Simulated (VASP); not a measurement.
# MgMnNbO4 (Imm2) in VASP: further runs, part 2 of 2

VASP 6.6.1. The steps go on from the part before.

## Step 3: Single point, PBE, collinear spin, ferromagnetic start

This run uses another cell than the first one, of 12.04 Å³/atom, 0.962 times its volume.

Contents of INCAR:

```
SYSTEM = MgMnNbO4
PREC = Accurate
ENCUT = 600
EDIFF = 1E-6
ISMEAR = -1
SIGMA = 0.05
LREAL = .FALSE.
LASPH = .TRUE.
NELM = 200
ALGO = Normal
ISIF = 2
LWAVE = .FALSE.
LCHARG = .FALSE.
ISPIN = 2
MAGMOM = 0 4 0 0 0 0 0
LORBIT = 11
LMAXMIX = 4
GGA = PE
NBANDS = 39
GGA_COMPAT = .FALSE.
KPAR = 4
```

Contents of KPOINTS:

```
Automatic mesh
0
G
  9 9 9
  0 0 0
```

Contents of POSCAR:

```
MgMnNbO4
1.0
   -2.0991520287      2.1013661594      4.7761639930
    2.0991520287     -2.1013661594      4.7761639930
    2.0991520287      2.1013661594     -4.7761639930
Nb Mn Mg O
1 1 1 4
Direct
    0.0001230000      0.0001230000      0.0000000000
    0.7490940000      0.2490940000      0.5000000000
    0.2503950000      0.7503950000      0.5000000000
    0.7755000000      0.7755000000      0.0000000000
    0.0128660000      0.5128660000      0.5000000000
    0.2247700000      0.2247700000      0.0000000000
    0.4872520000      0.9872520000      0.5000000000
```

Potentials or basis: VASP PAW PBE potentials, release 64 (Nb_sv, Mn_pv, Mg, O).

Run with:

```
$ cat potpaw_PBE.64/Nb_sv/POTCAR potpaw_PBE.64/Mn_pv/POTCAR potpaw_PBE.64/Mg/POTCAR potpaw_PBE.64/O/POTCAR > POTCAR
$ mpirun -np 4 vasp_std > vasp.out
```

OUTCAR:

```text
SYSTEM = MgMnNbO4
   PREC = Accurate
   ENCUT = 600
   EDIFF = 1E-6
   ISMEAR = -1
   LREAL = .FALSE.
   LASPH = .TRUE.
   NELM = 200
   ISIF = 2
   ISPIN = 2
   LORBIT = 11
   GGA = PE

 ion  position               nearest neighbor table
   1  0.000  0.000  0.000-   5 2.10   5 2.10   7 2.10   7 2.10   4 2.15   6 2.15   3 3.18   3 3.18
                             3 3.18   3 3.18
   2  0.749  0.249  0.500-   6 2.11   6 2.11   4 2.11   4 2.11   7 2.50   5 2.52   3 2.97   3 2.97
                             3 2.97   3 2.97
   3  0.250  0.750  0.500-   6 2.11   6 2.11   4 2.12   4 2.12   7 2.26   5 2.27   2 2.97   2 2.97
                             2 2.97   2 2.97   1 3.18   1 3.18   1 3.18   1 3.18
   4  0.776  0.776  0.000-   2 2.11   2 2.11   3 2.12   3 2.12   1 2.15
   5  0.013  0.513  0.500-   1 2.10   1 2.10   3 2.27   2 2.52
   6  0.225  0.225  0.000-   3 2.11   3 2.11   2 2.11   2 2.11   1 2.15
   7  0.487  0.987  0.500-   1 2.10   1 2.10   3 2.26   2 2.50

  LATTYP: Found a body centered orthorhombic cell.
 ALAT       =     4.1983040574
 B/A-ratio  =     1.0010547739
 C/A-ratio  =     2.2752825559

  Lattice vectors:

 A1 = (  -2.0991520287,   2.1013661594,   4.7761639930)
 A2 = (   2.0991520287,  -2.1013661594,   4.7761639930)
 A3 = (   2.0991520287,   2.1013661594,  -4.7761639930)

Analysis of symmetry for initial positions (statically):
=====================================================================
 Subroutine PRICEL returns:
 Original cell was already a primitive cell.

 Routine SETGRP: Setting up the symmetry group for a
 body centered orthorhombic supercell.

 Subroutine GETGRP returns: Found  4 space group operations
 (whereof  4 operations were pure point group operations)
 out of a pool of  8 trial point group operations.

The static configuration has the point symmetry C_2v.

Analysis of symmetry for dynamics (positions and initial velocities):
=====================================================================
 Subroutine PRICEL returns:
 Original cell was already a primitive cell.
[... 1170 lines left out ...]
     37      14.7702      0.00000
     38      15.4183      0.00000

 [... further k-points ...]

 spin component 2

 k-point     1 :       0.0000    0.0000    0.0000
  band No.  band energies     occupation
      1     -50.5514      1.00000
      2     -39.5797      1.00000
      3     -39.5370      1.00000
      4     -39.5351      1.00000
      5     -26.7064      1.00000
      6     -26.5984      1.00000
[... 973 lines left out ...]
     37      15.1325      0.00000
     38      15.7427      0.00000

 [... further k-points ...]

 [bands above 38 left out]

------------------------ aborting loop because EDIFF is reached ----------------------------------------

  FORCE on cell =-STRESS in cart. coord.  units (eV):
  Direction    XX          YY          ZZ          XY          YZ          ZX
  --------------------------------------------------------------------------------------
  -------------------------------------------------------------------------------------
  Total       -5.0953251     -5.0869563     -3.5944704      0.0000000      0.0000000      0.0000000
  in kB      -96.8718593    -96.7127515    -68.3377452      0.0000000      0.0000000      0.0000000
  external PRESSURE =     -87.3074520 kB  Pullay stress =       0.0000000 kB

 VOLUME and BASIS-vectors are now :
 -----------------------------------------------------------------------------
  energy-cutoff  :      600.00
  volume of cell :       84.27
      direct lattice vectors                 reciprocal lattice vectors
    -2.099152029  2.101366159  4.776163993     0.000000000  0.237940445  0.104686523
     2.099152029 -2.101366159  4.776163993     0.238191419  0.000000000  0.104686523
     2.099152029  2.101366159 -4.776163993     0.238191419  0.237940445  0.000000000

 POSITION                                       TOTAL-FORCE (eV/Angst)
 -----------------------------------------------------------------------------------
      0.00000      0.00000      0.00117        -0.000000      0.000000      0.020173
      0.00000      2.10137      2.37943         0.000000      0.000000     -0.038914
      2.09915     -0.00000      2.39186         0.000000      0.000000      0.005845
      0.00000      0.00000      7.40783         0.000000     -0.000000      0.148590
      2.09915      0.00000      0.12290         0.000000      0.000000      0.076760
      0.00000      0.00000      2.14708        -0.000000     -0.000000     -0.141022
      2.09915      0.00000      4.65439         0.000000      0.000000     -0.071433
 -----------------------------------------------------------------------------------
    total drift:                               -0.000000     -0.000000      0.000396

  FREE ENERGIE OF THE ION-ELECTRON SYSTEM (eV)
  ---------------------------------------------------
  free  energy   TOTEN  =       -55.6115142960 eV

  energy  without entropy=      -55.5970289630  energy(sigma->0) =      -55.60427163

 total charge

# of ion       s       p       d       tot
------------------------------------------
    1        2.161   6.064   2.104  10.329
    2        0.210   6.187   4.994  11.391
    3        0.130   0.147   0.065   0.342
    4        1.550   3.494   0.000   5.043
    5        1.555   3.430   0.000   4.985
    6        1.550   3.493   0.000   5.043
    7        1.555   3.430   0.000   4.985
--------------------------------------------------
tot          8.711  26.244   7.163  42.118

 magnetization (x)

# of ion       s       p       d       tot
------------------------------------------
    1       -0.005  -0.007  -0.640  -0.652
    2        0.038   0.027   4.173   4.238
    3        0.001   0.000   0.000   0.002
    4        0.008   0.030   0.000   0.038
    5        0.005   0.064   0.000   0.068
    6        0.008   0.030   0.000   0.038
    7        0.005   0.063   0.000   0.068
--------------------------------------------------
tot          0.059   0.207   3.533   3.800
```

OSZICAR:

```text
N       E                     dE             d eps       ncg     rms          rms(c)
DAV:   1     0.624421226932E+03    0.62442E+03   -0.29399E+04 19500   0.155E+03
DAV:   2    -0.230499314738E+01   -0.62673E+03   -0.59061E+03 20368   0.483E+02
DAV:   3    -0.623547811621E+02   -0.60050E+02   -0.58147E+02 24830   0.150E+02
DAV:   4    -0.655794165072E+02   -0.32246E+01   -0.31946E+01 30861   0.355E+01
DAV:   5    -0.656861554962E+02   -0.10674E+00   -0.10649E+00 27819   0.446E+00    0.219E+01
DAV:   6    -0.566345968178E+02    0.90516E+01   -0.49481E+01 27397   0.475E+01    0.189E+01
DAV:   7    -0.563263233295E+02    0.30827E+00   -0.13894E+01 22179   0.387E+01    0.145E+01
DAV:   8    -0.555525357113E+02    0.77379E+00   -0.55188E+00 24046   0.132E+01    0.782E+00
DAV:   9    -0.556029649688E+02   -0.50429E-01   -0.47242E-01 24788   0.444E+00    0.492E+00
DAV:  10    -0.555877498832E+02    0.15215E-01   -0.12922E-01 27448   0.262E+00    0.207E+00
DAV:  11    -0.556102868283E+02   -0.22537E-01   -0.64316E-02 23894   0.209E+00    0.661E-01
DAV:  12    -0.556110936529E+02   -0.80682E-03   -0.83293E-03 27447   0.710E-01    0.232E-01
DAV:  13    -0.556113539430E+02   -0.26029E-03   -0.14604E-03 25495   0.273E-01    0.108E-01
DAV:  14    -0.556114918761E+02   -0.13793E-03   -0.29102E-04 25504   0.122E-01    0.372E-02
DAV:  15    -0.556115103626E+02   -0.18486E-04   -0.45306E-05 25012   0.455E-02    0.142E-02
DAV:  16    -0.556115131674E+02   -0.28048E-05   -0.77403E-06 25307   0.170E-02    0.985E-03
DAV:  17    -0.556115141805E+02   -0.10131E-05   -0.12405E-06 17079   0.737E-03    0.568E-03
DAV:  18    -0.556115142960E+02   -0.11546E-06   -0.28466E-07 13985   0.420E-03
   1 F= -.55611514E+02 E0= -.55604272E+02  d E =-.144853E-01  mag=     3.8700
```

It took 13 min on 4 MPI ranks of Intel Xeon Platinum 8175M at 2.50GHz (Skylake/Cascade Lake), shared host; peak memory 1 GiB.

What came out:

```
Free energy                                           : -55.6115 eV
Pressure                                              : -8.7 GPa
Largest force                                         : 0.149 eV/Å
Net moment                                            : 3.87 μB per cell
Site moments                                          : Nb -0.65; Mn +4.24; Mg +0.00; O +0.04, +0.07 μB
Valence electrons inside the program's atomic spheres : Nb 10.33; Mn 11.39; Mg 0.34; O 5.04, 4.99
```

Forces on the atoms (eV/Å):
```
Nb   0.000  0.000  0.020
Mn   0.000  0.000 -0.039
Mg   0.000  0.000  0.006
O    0.000  0.000  0.149
O    0.000  0.000  0.077
O    0.000  0.000 -0.141
O    0.000  0.000 -0.071
```

Stress tensor (GPa, compression positive):
```
-9.69  0.00  0.00
 0.00 -9.67  0.00
 0.00  0.00 -6.83
```

Caveat: a cell with one magnetic atom can't hold antiferromagnetic order, which such compounds often take.
